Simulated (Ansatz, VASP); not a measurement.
## Ta4C3 in VASP and in Ansatz

INCAR

```
SYSTEM = Ta4C3
  PREC = Accurate
  ENCUT = 520
  EDIFF = 1E-7
  ISMEAR = 0
  SIGMA = 0.15
  LREAL = .FALSE.
  LASPH = .TRUE.
  NELM = 60
  ALGO = Normal
  ISIF = 2
  LWAVE = .FALSE.
  LCHARG = .FALSE.
  GGA = PS
  NBANDS = 37
```

Contents of KPOINTS:

```
Automatic mesh
0
G
  14 14 4
  0 0 0
```

Contents of POSCAR:

```
Ta4C3
1.0
   -3.1032734570      0.0000000000      0.0000000000
   -1.5516367285     -2.6875136487      0.0000000000
   -0.3880643458     -0.2240490545     10.1645109918
Ta C
4 3
Direct
    0.2944631362      0.2944631362      0.1893666186
    0.2316656787      0.2316656787      0.9426348013
   -0.0812819609     -0.0812819609      0.6981042887
    0.6058647258      0.6058647258      0.4524423133
    0.2621448893      0.2621448893      0.5770305159
    0.9721396545      0.9721396545      0.0573012258
   -0.0499999512     -0.0499999512      0.3228702664
```

Input for Ansatz:

```yaml
crystal:
  lattice:
    - [-3.103273457, 0.0, 0.0]
    - [-1.5516367285, -2.6875136487, 0.0]
    - [-0.3880643458, -0.2240490545, 10.1645109918]
  atoms:
    - { symbol: Ta, position: [0.2944631362, 0.2944631362, 0.1893666186] }
    - { symbol: Ta, position: [0.2316656787, 0.2316656787, 0.9426348013] }
    - { symbol: Ta, position: [-0.0812819609, -0.0812819609, 0.6981042887] }
    - { symbol: Ta, position: [0.6058647258, 0.6058647258, 0.4524423133] }
    - { symbol: C, position: [0.2621448893, 0.2621448893, 0.5770305159] }
    - { symbol: C, position: [0.9721396545, 0.9721396545, 0.0573012258] }
    - { symbol: C, position: [-0.0499999512, -0.0499999512, 0.3228702664] }
basis:
  ecutwfc: 420
kpoints:
  mp_grid: { grid: [14, 14, 4] }
hamiltonian:
  xc: pbesol
scf:
  occupations: { method: gaussian, width: 0.15 }
output:
  forces: true
  stress: true
  eigenvalues: true
```

Alike in both runs: task single point; functional PBEsol; k mesh 14 × 14 × 4; occupations gaussian, width 0.15 eV; no spin polarisation.

```csv
,VASP,Ansatz
version,VASP 6.6.1,Ansatz 0.2.0
potentials or method,"VASP PAW PBE potentials, release 64 (Ta_pv, C), cutoff 520 eV","scalar-relativistic, plane waves, PAW"
valence electrons in the cell,56,64
```

```tsv
	VASP	Ansatz	Ansatz less VASP
gap on the k mesh at the Fermi level (eV)	none	none	-
pressure (GPa)	13.2	12.2	-0.93
traceless stress, the component that is largest in VASP (GPa)	16.12	16.00	-0.122
rms of the force components (eV/Å)	2.906	2.850	-0.0562
```

VASP's potentials were made for PBE, not for PBEsol. Atom by atom the forces differ by 0.060 eV/Å (rms over components). A gap of «none» marks a metal or a gap that the smearing closes. With one functional, cell and mesh, what is left measures potentials, basis and numerics. VASP's potentials hold 56 valence electrons a cell and Ansatz's 64, so a difference there can come from the potentials and not from the codes.

Spin-orbit coupling is off throughout.
